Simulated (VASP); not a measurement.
Be3Se4: relaxation of shape and atoms at fixed volume with PBE

Crystal: Be3Se4.

```
CELL_PARAMETERS angstrom
6.78151 0.00000 0.00000
0.00000 6.52193 0.00000
0.00000 0.00000 6.08573
ATOMIC_POSITIONS crystal
Be 0.00000 0.13502 0.53993
Be 0.74923 0.32550 0.99704
Be 0.25077 0.32550 0.99704
Be 0.50000 0.86498 0.03993
Be 0.24923 0.67450 0.49704
Be 0.75077 0.67450 0.49704
Se 0.00000 0.84402 0.39398
Se 0.81871 0.36544 0.35510
Se 0.18129 0.36544 0.35510
Se 0.50000 0.15598 0.89398
Se 0.68129 0.63456 0.85510
Se 0.31871 0.63456 0.85510
Se 0.50000 0.83295 0.38181
Se 0.00000 0.16705 0.88181
```

```
Program                : VASP 6.6.1
Task                   : relaxation of shape and atoms at fixed volume
Functional             : PBE
Potentials or basis    : VASP PAW PBE potentials, release 64 (Be, Se)
Cutoff                 : 600 eV
k mesh                 : 4 × 4 × 4
Occupations            : gaussian, width 0.02 eV
Spin                   : no spin polarisation
Dipole correction      : no
Further INCAR settings : ALGO = Normal; EDIFF = 1e-06; IBRION = 2; EDIFFG = -0.01; NSW = 50; ISIF = 4
```

| Property | Result |
| --- | --- |
| Energy gained by relaxing | 2.7 meV/atom |
| Ionic steps | 14 |
| Pressure after relaxing | 4.8 GPa |
| Largest force after relaxing | 0.010 eV/Å |
| Band gap on the k mesh | 0.56 eV (least direct gap 0.65 eV) |

Forces on the atoms (eV/Å):
```
Be   0.000 -0.003 -0.003
Be   0.005  0.000 -0.001
Be  -0.005  0.000 -0.001
Be   0.000  0.003 -0.003
Be   0.005  0.000 -0.001
Be  -0.005  0.000 -0.001
Se   0.000 -0.008  0.006
Se  -0.004 -0.001  0.000
Se   0.004 -0.001  0.000
Se   0.000  0.008  0.006
Se   0.004  0.001  0.000
Se  -0.004  0.001  0.000
Se   0.000 -0.002 -0.001
Se   0.000  0.002 -0.001
```

Step by step:
```csv
step,energy change (eV),largest force (eV/Å),pressure (GPa),volume (Å³)
1,0.0000,0.2345,6.12,269.16
2,-0.0162,0.1702,5.74,269.16
3,-0.0203,0.1466,5.43,269.16
4,-0.0298,0.0950,5.15,269.16
5,-0.0302,0.1333,5.08,269.16
6,-0.0335,0.0965,5.01,269.16
7,-0.0346,0.0920,4.94,269.16
8,-0.0366,0.0652,4.89,269.16
9,-0.0367,0.0806,4.87,269.16
10,-0.0379,0.0157,4.84,269.16
11,-0.0379,0.0221,4.84,269.16
12,-0.0380,0.0133,4.83,269.16
13,-0.0380,0.0134,4.83,269.16
14,-0.0381,0.0096,4.83,269.16
```

Final structure:
```cif
data_structure
_symmetry_space_group_name_H-M 'P 1'
_symmetry_Int_Tables_number 1
_cell_length_a 6.7762
_cell_length_b 6.5336
_cell_length_c 6.0796
_cell_angle_alpha 90.000
_cell_angle_beta 90.000
_cell_angle_gamma 90.000
_cell_volume 269.16
loop_
_atom_site_label
_atom_site_type_symbol
_atom_site_fract_x
_atom_site_fract_y
_atom_site_fract_z
_atom_site_occupancy
Be1 Be 0.00000 0.13106 0.53955 1
Be2 Be 0.74984 0.32560 0.99772 1
Be3 Be 0.25016 0.32560 0.99772 1
Be4 Be 0.50000 0.86894 0.03955 1
Be5 Be 0.24984 0.67440 0.49772 1
Be6 Be 0.75016 0.67440 0.49772 1
Se1 Se 0.00000 0.84206 0.38398 1
Se2 Se 0.81517 0.36252 0.35803 1
Se3 Se 0.18483 0.36252 0.35803 1
Se4 Se 0.50000 0.15794 0.88398 1
Se5 Se 0.68483 0.63748 0.85803 1
Se6 Se 0.31517 0.63748 0.85803 1
Se7 Se 0.50000 0.84180 0.38497 1
Se8 Se 0.00000 0.15820 0.88497 1
```

Levels at points of the mesh, in eV from the valence-band top:
```
           k point  band 27  band 28  band 29  band 30  band 31  band 32  band 33  band 34
(0.00, 0.00, 0.00)    -0.82    -0.31    -0.14    -0.04     1.87     1.91     4.06     4.24
(0.50, 0.00, 0.00)    -0.43    -0.43    -0.08    -0.08     0.56     0.56     4.28     4.28
(0.00, 0.50, 0.00)    -0.49    -0.42    -0.38    -0.30     1.71     1.92     3.78     4.16
(0.50, 0.50, 0.00)    -0.94    -0.94    -0.50    -0.50     1.08     1.08     4.57     4.57
(0.00, 0.00, 0.50)    -0.37    -0.37    -0.23    -0.23     1.76     1.76     3.89     3.89
(0.50, 0.00, 0.50)    -0.97    -0.97    -0.30    -0.30     1.01     1.01     4.54     4.54
(0.00, 0.50, 0.50)    -0.45    -0.45    -0.25    -0.25     1.61     1.61     3.71     3.71
(0.50, 0.50, 0.50)    -1.25    -1.25    -0.34    -0.34     0.94     0.94     4.42     4.42
```

It took 45 min on 1 thread of Oxide Virtual Turin-like Processor, on a shared host, peak memory 0.52 GiB.

Caveat: semilocal functionals underestimate gaps, and a narrow one can read as zero. A k mesh can miss the band edges.
